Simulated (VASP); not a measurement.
# HPt4 in VASP: a series of runs

The runs below take HPt4 through single point, with PBE+D3(BJ).

Program: VASP 6.6.1. These are calculated values, not measurements. Logs are shortened: lines on timing, memory, paths and dates and some standing lists are left out, and cuts for length are marked.

### 1 The cell of the first run

The cell holds a slab with vacuum, 5 atoms: a = 2.778 Å, b = 2.778 Å, c = 25.805 Å, α = 90.00°, β = 90.00°, γ = 120.00°.

### 2 Single point, PBE+D3(BJ)

INCAR reads:

```
ALGO = Normal ; DIPOL = 0.5 0.5 0.497
EDIFF = 1E-6 ; ENCUT = 520
GGA = PE ; IDIPOL = 3
ISIF = 2 ; ISMEAR = 0
IVDW = 12 ; LASPH = T
LCHARG = F ; LDIPOL = T
LREAL = F ; LWAVE = F
NBANDS = 28 ; NELM = 60
PREC = Accurate ; SIGMA = 0.1
```

KPOINTS reads:

```
k-points
0
Gamma
  12 12 1
```

POSCAR reads:

```
HPt4
1.0
    2.7779442301      0.0000000000      0.0000000000
   -1.3889721151      2.4057702736      0.0000000000
    0.0000000000      0.0000000000     25.8045458977
Pt H
4 1
Direct
    0.6666666667      0.3333333333      0.3293993250
    0.3333333333      0.6666666667      0.4172978671
    0.0000000000      0.0000000000      0.5056557547
    0.6666666667      0.3333333333      0.5979185811
    0.0000000000      0.0000000000      0.6338658515
```

Potentials or basis: VASP PAW PBE potentials, release 64 (Pt, H).

Started as:

```
cat potpaw_PBE.64/Pt/POTCAR potpaw_PBE.64/H/POTCAR > POTCAR
mpirun -np 1 vasp_std > vasp.out
```

OUTCAR:

```text
EDIFF = 1E-6
   ENCUT = 520
   GGA = PE
   ISIF = 2
   ISMEAR = 0
   IVDW = 12
   LASPH = T
   LREAL = F
   NELM = 60
   PREC = Accurate
 IVDW          = 12

 ion  position               nearest neighbor table
   1  0.667  0.333  0.329-   2 2.78   2 2.78   2 2.78
   2  0.333  0.667  0.417-   1 2.78   1 2.78   1 2.78   3 2.79   3 2.79   3 2.79
   3  0.000  0.000  0.506-   2 2.79   2 2.79   2 2.79   4 2.87   4 2.87   4 2.87
   4  0.667  0.333  0.598-   5 1.85   5 1.85   5 1.85   3 2.87   3 2.87   3 2.87
   5  0.000  0.000  0.634-   4 1.85   4 1.85   4 1.85

  LATTYP: Found a hexagonal cell.
 ALAT       =     2.7779442301
 C/A-ratio  =     9.2890798952

  Lattice vectors:

 A1 = (   2.7779442301,   0.0000000000,   0.0000000000)
 A2 = (  -1.3889721151,   2.4057702736,   0.0000000000)
 A3 = (   0.0000000000,   0.0000000000,  25.8045458977)

Analysis of symmetry for initial positions (statically):
=====================================================================
 Subroutine PRICEL returns:
 Original cell was already a primitive cell.

 Routine SETGRP: Setting up the symmetry group for a
 hexagonal supercell.

 Subroutine GETGRP returns: Found  6 space group operations
 (whereof  6 operations were pure point group operations)
 out of a pool of 24 trial point group operations.

The static configuration has the point symmetry C_3v.

Analysis of symmetry for dynamics (positions and initial velocities):
=====================================================================
 Subroutine PRICEL returns:
 Original cell was already a primitive cell.

 Routine SETGRP: Setting up the symmetry group for a
 hexagonal supercell.

 Subroutine GETGRP returns: Found  6 space group operations
 (whereof  6 operations were pure point group operations)
 out of a pool of 24 trial point group operations.

The dynamic configuration has the point symmetry C_3v.

 Subroutine INISYM returns: Found  6 space group operations
 (whereof  6 operations are pure point group operations),
 and found     1 'primitive' translations

----------------------------------------------------------------------------------------

                                     Primitive cell

  volume of cell :     172.4542

  direct lattice vectors                    reciprocal lattice vectors
     2.777944230  0.000000000  0.000000000     0.359978429  0.207833643  0.000000000
    -1.388972115  2.405770274  0.000000000     0.000000000  0.415667286  0.000000000
     0.000000000  0.000000000 25.804545898     0.000000000  0.000000000  0.038752862

  length of vectors
     2.777944230  2.777944230 25.804545898     0.415667286  0.415667286  0.038752862

  position of ions in fractional coordinates (direct lattice)
     0.666666667  0.333333333  0.329399325
     0.333333333  0.666666667  0.417297867
     0.000000000  0.000000000  0.505655755
     0.666666667  0.333333333  0.597918581
     0.000000000  0.000000000  0.633865851

  ion indices of the primitive-cell ions
   primitive index   ion index
                 1           1
                 2           2
                 3           3
                 4           4
                 5           5

----------------------------------------------------------------------------------------

 KPOINTS: k-points

Automatic generation of k-mesh.
 Grid dimensions read from file:
 generate k-points for:   12   12    1

 Generating k-lattice:

  Cartesian coordinates                     Fractional coordinates (reciprocal lattice)
     0.029998202  0.017319470  0.000000000     0.083333333  0.000000000  0.000000000
     0.000000000  0.034638940  0.000000000     0.000000000  0.083333333  0.000000000
     0.000000000  0.000000000  0.038752862     0.000000000  0.000000000  1.000000000

  Length of vectors
     0.034638940  0.034638940  0.038752862

  Shift w.r.t. Gamma in fractional coordinates (k-lattice)
     0.000000000  0.000000000  0.000000000

 Subroutine IBZKPT returns following result:
 ===========================================

 Found     19 irreducible k-points:

 Following reciprocal coordinates:
            Coordinates               Weight
  0.000000  0.000000  0.000000      1.000000
  0.083333 -0.000000  0.000000      6.000000
  0.166667 -0.000000  0.000000      6.000000
  0.250000 -0.000000  0.000000      6.000000
  0.333333 -0.000000  0.000000      6.000000
  0.416667 -0.000000  0.000000      6.000000
[... 11 lines left out ...]
  0.333333  0.250000  0.000000     12.000000
  0.333333  0.333333  0.000000      2.000000
   k-points           NKPTS =     19   k-points in BZ     NKDIM =     19   number of bands    NBANDS=     28
   number of dos      NEDOS =    301   number of ions     NIONS =      5
   total plane-waves  NPLWV = 110592
   dimension x,y,z NGX =    24 NGY =   24 NGZ =  192
   dimension x,y,z NGXF=    48 NGYF=   48 NGZF=  384
   ions per type =               4   1
   NGX,Y,Z   is equivalent  to a cutoff of  14.36, 14.36, 12.37 a.u.
   NGXF,Y,Z  is equivalent  to a cutoff of  28.73, 28.73, 24.74 a.u.
 SYSTEM =  unknown system
   PREC   = accura    normal or accurate (medium, high low for compatibility)
   ISTART =      0    job   : 0-new  1-cont  2-samecut
   ICHARG =      2    charge: 1-file 2-atom 10-const
   ISPIN  =      1    spin polarized calculation?
   LNONCOLLINEAR =      F non collinear calculations
   LSORBIT =      F    spin-orbit coupling
   LASPH  =      T    aspherical Exc in radial PAW
   ENCUT  =  520.0 eV  38.22 Ry    6.18 a.u.   5.17  5.17 47.98*2*pi/ulx,y,z
   NELM   =     60;   NELMIN=  2; NELMDL= -5     # of ELM steps
   EDIFF  = 0.1E-05   stopping-criterion for ELM
   LREAL  =      F    real-space projection
   EDIFFG = 0.1E-04   stopping-criterion for IOM
   NSW    =      0    number of steps for IOM
   IBRION =     -1    ionic relax: 0-MD 1-quasi-New 2-CG
   NFREE  =      0    steps in history (QN), initial steepest desc. (CG)
   ISIF   =      2    stress and relaxation
   ISYM   =      2    0-nonsym 1-usesym 2-fastsym
   POTIM  = 0.5000    time-step for ionic-motion
   TEBEG  =    0.0;   TEEND  =   0.0 temperature during run
   PSTRESS=    0.0 pullay stress
   NELECT =      41.0000    total number of electrons
   NUPDOWN=      -1.0000    fix difference up-down
   EMIN   =  10.00;   EMAX   =-10.00  energy-range for DOS
   EFERMI =   0.00;   METHOD = LEGACY
   ISMEAR =     0;   SIGMA  =   0.10  broadening in eV -4-tet -1-fermi 0-gaus
   EFERMI_NEDOS =   21; number of points for ismear=-14 and -15
   IALGO  =     38    algorithm
   IMIX   =      4    mixing-type and parameters
     AMIX     =   0.40;   BMIX     =  1.00
     AMIX_MAG =   1.60;   BMIX_MAG =  1.00
  volume/ion in A,a.u.               =      34.49       232.76
  Fermi-wavevector in a.u.,A,eV,Ry     =   1.014172  1.916507 13.994194  1.028544
  Thomas-Fermi vector in A             =   2.147384
   LORBIT       =      0    0 simple, 1 ext, 2 COOP (PROOUT), +10 PAW based schemes
   GGA     = PE    functional components
   LHFCALC =     F    Hartree Fock is set to
   AEXX    =    0.0000 exact exchange contribution
   IVDW    =    12    specifies the selected vdW correction
   LEPSILON=     F    determine dielectric tensor
   LRPA    =     F    only Hartree local field effects (RPA)
 non-spin polarized calculation
 Gauss-broadening in eV      SIGMA  =   0.10
  energy-cutoff  :      520.00
  volume of cell :      172.45
 maximum number of plane-waves:      4681
 NGX is ok and might be reduce to    24
   NGX = 11   NGY = 11   NGZ = 95

 dipolmoment           0.000000      0.000000      0.071117 electrons x Angstroem

 number of electron      41.0000003 magnetization

 dipolmoment           0.000000      0.000000     -0.021663 electrons x Angstroem

 Free energy of the ion-electron system (eV)
  ---------------------------------------------------
  ext. energy  EPLUGINS =         0.00000000
  ---------------------------------------------------
  free energy    TOTEN  =       -26.91985712 eV

  energy without entropy =      -26.88436159  energy(sigma->0) =      -26.90210936

 E-fermi :   0.5389     XC(G=0):  -5.5993

 val. band max:        0.5219658427   @ k =   0.2500  -0.0000   0.0000
 cond. band min:       0.5597638669   @ k =   0.3333  -0.0000   0.0000
 fundamental gap:      0.0377980243
 Fermi energy:         0.5388722702

 k-point     1 :       0.0000    0.0000    0.0000
  band No.  band energies     occupation
      1      -9.6223      2.00000
      2      -8.6325      2.00000
      3      -7.1853      2.00000
      4      -6.4831      2.00000
      5      -3.4324      2.00000
      6      -3.3574      2.00000
[... 20 lines left out ...]
     27       5.8513      0.00000
     28       6.2596      0.00000

 k-point     2 :       0.0833   -0.0000    0.0000
  band No.  band energies     occupation
      1      -9.3890      2.00000
      2      -8.4004      2.00000
      3      -6.9565      2.00000
      4      -6.2503      2.00000
      5      -3.6101      2.00000
      6      -3.4895      2.00000
[... 20 lines left out ...]
     27       6.0160      0.00000
     28       6.4399      0.00000

 k-point     3 :       0.1667   -0.0000    0.0000
  band No.  band energies     occupation
      1      -8.7447      2.00000
      2      -7.7662      2.00000
      3      -6.3719      2.00000
      4      -5.6505      2.00000
      5      -4.0969      2.00000
      6      -3.8863      2.00000
[... 20 lines left out ...]
     27       6.4931      0.00000
     28       6.9690      0.00000

 k-point     4 :       0.2500   -0.0000    0.0000
  band No.  band energies     occupation
      1      -7.9128      2.00000
      2      -6.9567      2.00000
      3      -5.8566      2.00000
      4      -5.1568      2.00000
      5      -4.5441      2.00000
      6      -4.3190      2.00000
[... 423 lines left out ...]
     27       8.1949      0.00000
     28       8.6078      0.00000

 k-point    18 :       0.3333    0.2500    0.0000
  band No.  band energies     occupation
      1      -6.4978      2.00000
      2      -5.1139      2.00000
      3      -5.0216      2.00000
      4      -4.6305      2.00000
      5      -4.3767      2.00000
      6      -4.1862      2.00000
[... 20 lines left out ...]
     27       7.4575      0.00000
     28       7.8875      0.00000

 k-point    19 :       0.3333    0.3333    0.0000
  band No.  band energies     occupation
      1      -6.3546      2.00000
      2      -4.7830      2.00000
      3      -4.7826      2.00000
      4      -4.6936      2.00000
      5      -4.2332      2.00000
      6      -4.2304      2.00000
[... 20 lines left out ...]
     27       7.6700      0.00000
     28       8.0592      0.00000

------------------------ aborting loop because EDIFF is reached ----------------------------------------

 vacuum level on the upper side and lower side of the slab       (xc-potential included)        -0.536         0.048

 Edisp (eV)   -2.40472

 E8    (eV) :    -1.1205

  FORCE on cell =-STRESS in cart. coord.  units (eV):
  Direction    XX          YY          ZZ          XY          YZ          ZX
  --------------------------------------------------------------------------------------
  -------------------------------------------------------------------------------------
  Total      -2.67331    -2.67331     0.32745     0.00000     0.00000     0.00000
  in kB     -24.83622   -24.83622     3.04212     0.00000     0.00000     0.00000
  external pressure =      -15.54 kB  Pullay stress =        0.00 kB

 VOLUME and BASIS-vectors are now :
 -----------------------------------------------------------------------------
  energy-cutoff  :      520.00
  volume of cell :      172.45
      direct lattice vectors                 reciprocal lattice vectors
     2.777944230  0.000000000  0.000000000     0.359978429  0.207833643  0.000000000
    -1.388972115  2.405770274  0.000000000     0.000000000  0.415667286  0.000000000
     0.000000000  0.000000000 25.804545898     0.000000000  0.000000000  0.038752862

 POSITION                                       TOTAL-FORCE (eV/Angst)
 -----------------------------------------------------------------------------------
      1.38897      0.80192      8.50000         0.000000      0.000000     -0.215200
     -0.00000      1.60385     10.76818        -0.000000     -0.000000      0.237545
      0.00000      0.00000     13.04822         0.000000      0.000000     -0.004365
      1.38897      0.80192     15.42902        -0.000000     -0.000000     -0.023987
      0.00000      0.00000     16.35662        -0.000000      0.000000      0.006007
 -----------------------------------------------------------------------------------
    total drift:                               -0.000000     -0.000000      0.000162

  FREE ENERGIE OF THE ION-ELECTRON SYSTEM (eV)
  ---------------------------------------------------
  free  energy   TOTEN  =       -29.3245744901 eV

  energy  without entropy=      -29.2890789616  energy(sigma->0) =      -29.30682673

 vacuum level on the upper side and lower side of the slab         5.410         6.008
```

Run time: 2.7 min. Hardware: 1 thread of Intel Xeon Platinum 8488C (Sapphire Rapids), shared host; peak memory 0.36 GiB.

Results:

```yaml
Free_energy: -29.3246 eV
Largest_force: 0.238 eV/Å
Dispersion_energy_per_atom: -0.481 eV
```

Forces in eV/Å, atoms in the order of the input:
```
Pt   0.000  0.000 -0.215
Pt   0.000  0.000  0.238
Pt   0.000  0.000 -0.004
Pt   0.000  0.000 -0.024
H    0.000  0.000  0.006
```

Levels at points of the mesh, in eV from the Fermi level:
```csv
k point,band 18,band 19,band 20,band 21,band 22,band 23
"(0.00, 0.00, 0.00)",-1.57,-1.35,-1.35,-0.74,-0.74,-0.08
"(0.50, 0.00, 0.00)",0.12,0.16,0.34,0.57,1.63,2.64
```

Caveat: spin-orbit coupling is left out, which moves the levels of the heavy elements.

### 3 Single point, PBE+D3(BJ)

INCAR reads:

```
SYSTEM = HPt4
PREC = Accurate
ENCUT = 520
EDIFF = 1E-6
ISMEAR = 0
SIGMA = 0.1
LREAL = .FALSE.
LASPH = .TRUE.
NELM = 60
ALGO = Normal
ISIF = 2
LWAVE = .FALSE.
LCHARG = .FALSE.
LDIPOL = .TRUE.
IDIPOL = 3
DIPOL = 0.5 0.5 0.497
GGA = PE
IVDW = 12
NBANDS = 28
```

KPOINTS reads:

```
regular mesh
0
G
  12 12 1
  0 0 0
```

POSCAR reads:

```
HPt4
1.0
    2.7779442301      0.0000000000      0.0000000000
   -1.3889721151      2.4057702736      0.0000000000
    0.0000000000      0.0000000000     25.8045458977
Pt H
4 1
Direct
    0.6666666667      0.3333333333      0.3293993250
    0.3333333333      0.6666666667      0.4172978671
    0.0000000000      0.0000000000      0.5057662497
    0.6666666667      0.3333333333      0.5971662226
    0.3333333333      0.6666666667      0.6329708572
```

Potentials or basis: VASP PAW PBE potentials, release 64 (Pt, H).

Started as:

```
cat potpaw_PBE.64/Pt/POTCAR potpaw_PBE.64/H/POTCAR > POTCAR
mpirun -np 1 vasp_std > vasp.out
```

It took 3.1 min on 1 thread of Intel Xeon Platinum 8488C (Sapphire Rapids), shared host; peak memory 0.36 GiB.

Results (log left out):

- Free energy: -29.3799 eV
- Largest force: 0.247 eV/Å
- Dispersion energy per atom: -0.482 eV

Forces in eV/Å, atoms in the order of the input:
```
Pt   0.000  0.000 -0.225
Pt   0.000  0.000  0.247
Pt   0.000  0.000 -0.003
Pt   0.000  0.000 -0.028
H    0.000  0.000  0.009
```

Levels at points of the mesh, in eV from the Fermi level:
```
           k point  band 18  band 19  band 20  band 21  band 22  band 23
(0.00, 0.00, 0.00)    -1.54    -1.33    -1.33    -0.74    -0.74    -0.08
(0.50, 0.00, 0.00)     0.17     0.34     0.46     0.58     1.38     2.66
```

Caveat: spin-orbit coupling is left out, which moves the levels of the heavy elements.
